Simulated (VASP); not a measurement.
## Al16CN14 (a cell with a defect): single point with PBE

The system is Al16CN14 (a cell with a defect).

```xyz
31
Lattice="6.2595 0.0000 0.0000 -3.1298 5.4209 0.0000 0.0000 0.0000 10.0348" Properties=species:S:1:pos:R:3 pbc="T T T"
Al    1.5633    0.9086    2.5229
Al    0.0075    1.7975    5.0049
Al    1.5752    0.9010    7.5297
Al   -0.0131    1.8040   10.0383
Al    0.0007    3.6128    2.5352
Al   -1.5548    4.5174    5.0306
Al    0.0120    3.6108    7.5248
Al   -1.5583    4.5196   10.0059
Al    4.6634    0.9021    2.5421
Al    3.1481    1.8196    5.0242
Al    4.7040    0.9021    7.5223
Al    3.1310    1.7981   10.0251
Al    3.0268    3.5517    2.5307
Al    1.5856    4.5231    5.0230
Al    3.1463    3.6133    7.4904
Al    1.5628    4.5281   10.0103
N     1.5744    0.9028    4.3997
N    -0.0173    1.7943    1.9087
N     1.5438    0.9081    9.4581
N     0.0252    1.7992    6.9252
N    -0.0010    3.6277    4.4136
N    -0.0092    3.6160    9.4463
N    -1.5262    4.5200    6.9620
N     4.6854    0.9070    4.4257
N     3.1051    1.7784    1.8766
N     4.6872    0.9147    9.4286
N     3.1462    1.7864    6.9581
N     1.5404    4.5278    1.8645
N     3.1269    3.6175    9.4549
N     1.5775    4.5120    6.9570
C     3.1491    3.6329    4.4037
```

```yaml
Program: VASP 6.6.1
Task: single point
Functional: PBE
Potentials_or_basis: VASP PAW PBE potentials, release 64 (Al, N, C)
Cutoff: 520 eV
k_mesh: 1 × 1 × 1, shifted
Occupations: gaussian, width 0.01 eV
Spin: no spin polarisation
Dipole_correction: no
Further_INCAR_settings: LREAL = Auto; ALGO = Normal; EDIFF = 1e-06; NBANDS = 82; ISYM = -1
```

```
Pressure               : 1.2 GPa
Largest force          : 0.030 eV/Å
Band gap on the k mesh : 2.77 eV
```

Forces on the atoms (eV/Å):
```
Al   0.003 -0.011 -0.002
Al   0.007  0.008  0.003
Al  -0.005 -0.006  0.010
Al  -0.001  0.002  0.005
Al   0.002 -0.001  0.002
Al   0.008  0.010 -0.005
Al  -0.002 -0.002  0.001
Al   0.003  0.005  0.000
Al  -0.001  0.005  0.009
Al  -0.005 -0.005  0.006
Al   0.005 -0.001 -0.002
Al  -0.005 -0.005  0.010
Al  -0.023 -0.013  0.014
Al  -0.005  0.010  0.007
Al   0.001 -0.004  0.004
Al  -0.004  0.006  0.005
N    0.000 -0.001  0.012
N   -0.014  0.002 -0.016
N    0.007  0.009 -0.012
N   -0.004 -0.003  0.003
N   -0.006  0.000  0.002
N    0.004 -0.009  0.001
N    0.002  0.003 -0.003
N   -0.004 -0.010 -0.003
N    0.013  0.014 -0.016
N    0.001  0.000  0.003
N    0.001  0.005 -0.007
N    0.019  0.001 -0.016
N    0.001 -0.002 -0.012
N   -0.002  0.002  0.003
C    0.003 -0.009 -0.006
```

Stress tensor (GPa, compression positive):
```
 2.45 -2.54  0.41
-2.54 -1.28  0.22
 0.41  0.22  2.54
```

Levels at points of the mesh, in eV from the valence-band top:
```
           k point  band 58  band 59  band 60  band 61  band 62  band 63  band 64  band 65
(0.25, 0.25, 0.25)    -0.81    -0.46    -0.14     0.00     2.77     3.31     3.76     4.84
```

It took 2.8 min on 1 thread of Intel Xeon 8259CL (shared host), peak memory 0.39 GiB.
